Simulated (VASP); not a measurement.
Here is a VASP 6.6.1 calculation.

Contents of INCAR:

```
SYSTEM = Al2ClF
ALGO = Normal ; EDIFF = 1E-6
ENCUT = 520 ; GGA = PE
ISIF = 2 ; ISMEAR = 0
LASPH = .True. ; LCHARG = .False.
LREAL = .False. ; LWAVE = .False.
NBANDS = 18 ; NELM = 80
PREC = Accurate ; SIGMA = 0.1
```

KPOINTS

```
k-points
0
Gamma
  10 10 16
  0 0 0
```

Contents of POSCAR:

```
Al2ClF
1.0
    2.8895976373     -4.2772828537      0.0000000000
    2.8895976373      4.2772828537      0.0000000000
    0.0000000000      0.0000000000      3.0027461248
Al Cl F
2 1 1
Direct
    0.7195156161      0.2804843839      0.0000000000
    0.2804843839      0.7195156161      0.0000000000
    0.0000000000      0.0000000000      0.0000000000
    0.5000000000      0.5000000000      0.0000000000
```

Potentials or basis: VASP PAW PBE potentials, release 64 (Al, Cl, F).

Command:

```bash
$ cat potpaw_PBE.64/Al/POTCAR potpaw_PBE.64/Cl/POTCAR potpaw_PBE.64/F/POTCAR > POTCAR
$ mpirun -np 1 vasp_std > vasp.out
```

(1) What does it give for the band gap on the k mesh?

(2) Predict the largest force.

(3) Estimate the pressure.

Answers

(1) zero (bands 10 and 11 overlap by 1.71 eV).

(2) 0.013 eV/Å.

(3) -0.1 GPa.
